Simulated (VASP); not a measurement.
InSe, 4 atoms in the cell. It takes space group C2/m (No. 12, monoclinic). The conventional cell has a = 11.806 Å, b = 4.163 Å, c = 5.140 Å, α = 90.00°, β = 109.86°, γ = 90.00°. In (site symmetry m) has 3 Se at 2.72 to 2.73 Å and 1 In at 2.84 Å within 3.6 Å. Se (site symmetry m) has 7 In at 2.72 to 4.23 Å and 7 Se at 3.60 to 4.16 Å within 4.3 Å. 

```yaml
Program: VASP 6.6.1
Task: single point
Functional: PBEsol
Potentials_or_basis: VASP PAW PBE potentials, release 64 (In_d, Se)
Cutoff: 520 eV
k_mesh: 7 × 7 × 6
Occupations: fermi-dirac, width 0.05 eV
Spin: no spin polarisation
Dipole_correction: no
Further_INCAR_settings: ALGO = Normal; EDIFF = 1e-06; NBANDS = 27
```

Potentials or basis: VASP PAW PBE potentials, release 64 (In_d, Se).

Launch:

```sh
$ cat potpaw_PBE.64/In_d/POTCAR potpaw_PBE.64/Se/POTCAR > POTCAR
$ mpirun -np 1 vasp_std > vasp.out
```

Hardware: 1 thread of Intel Xeon 8259CL (shared host).

Task: How long does it take, and how much memory?

Result: It took 8.5 min on 1 thread of Intel Xeon 8259CL (shared host), peak memory 0.45 GiB. Counts: scf iterations 13, k points 88.
